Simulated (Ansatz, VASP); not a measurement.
One calculation of Zr3Si2F, two programs

File INCAR:

```
PREC = Accurate ; ENCUT = 600
EDIFF = 1E-6 ; ISMEAR = 0
SIGMA = 0.1 ; LREAL = F
LASPH = T ; NELM = 80
ALGO = Normal ; ISIF = 3
LWAVE = F ; LCHARG = F
GGA = PE ; IBRION = 2
NSW = 90 ; EDIFFG = -0.04
```

KPOINTS

```
regular mesh
0
Gamma
  6 6 4
```

File POSCAR:

```
Zr3Si2F
1.0
    5.0239201000      0.0000000000      0.0000000000
   -2.5119600500      4.3508424300      0.0000000000
    0.0000000000      0.0000000000      4.6443380300
Zr Si F
3 2 1
Direct
    0.5000000000      0.0000000000      0.5000000000
    0.0000000000      0.5000000000      0.5000000000
    0.5000000000      0.5000000000      0.5000000000
    0.0000000000      0.0000000000      0.7954001700
    0.0000000000      0.0000000000      0.2045998300
    0.0000000000      0.0000000000      0.5000000000
```

Input for Ansatz:

```yaml
crystal:
  lattice:
    - [5.0239201, 0.0, 0.0]
    - [-2.51196005, 4.35084243, 0.0]
    - [0.0, 0.0, 4.64433803]
  atoms:
    - { symbol: Zr, position: [0.5, 0.0, 0.5] }
    - { symbol: Zr, position: [0.0, 0.5, 0.5] }
    - { symbol: Zr, position: [0.5, 0.5, 0.5] }
    - { symbol: Si, position: [0.0, 0.0, 0.79540017] }
    - { symbol: Si, position: [0.0, 0.0, 0.20459983] }
    - { symbol: F, position: [0.0, 0.0, 0.5] }
basis:
  ecutwfc: 420
kpoints:
  mp_grid: { grid: [6, 6, 4] }
hamiltonian:
  xc: pbe
scf:
  occupations: { method: gaussian, width: 0.1 }
  lower_state_search: "off"
output:
  forces: true
  stress: true
  eigenvalues: true
relax:
  adjacent_minimum: "off"
  f_tol: 0.04
  max_steps: 70
  cell: { stress_tol: 0.4 }
```

Alike in both runs: task relaxation of cell and atoms; functional PBE; k mesh 6 × 6 × 4; occupations gaussian, width 0.1 eV; no spin polarisation.

```csv
,VASP,Ansatz
version,VASP 6.6.1,Ansatz 0.2.0
potentials or method,"VASP PAW PBE potentials, release 64 (Zr_sv, Si, F), cutoff 600 eV","scalar-relativistic, plane waves, PAW"
valence electrons in the cell,51,51
```

Ansatz gave:

* gap on the k mesh at the Fermi level, each at its own relaxed structure (eV): none
* relaxed volume (Å³/atom): 27.54
* relaxed length of the cell vector where the two differ most in proportion (Å): 6.350

Problem. What did VASP give for the same quantities?

Solution. gap on the k mesh at the Fermi level, each at its own relaxed structure (eV): none; relaxed volume (Å³/atom): 26.87; relaxed length of the cell vector where the two differ most in proportion (Å): 6.204.

A gap of «none» marks a metal or a gap that the smearing closes.

Noted on VASP's run: the volume moved by over 15 % at a fixed basis, so the end points are rough.
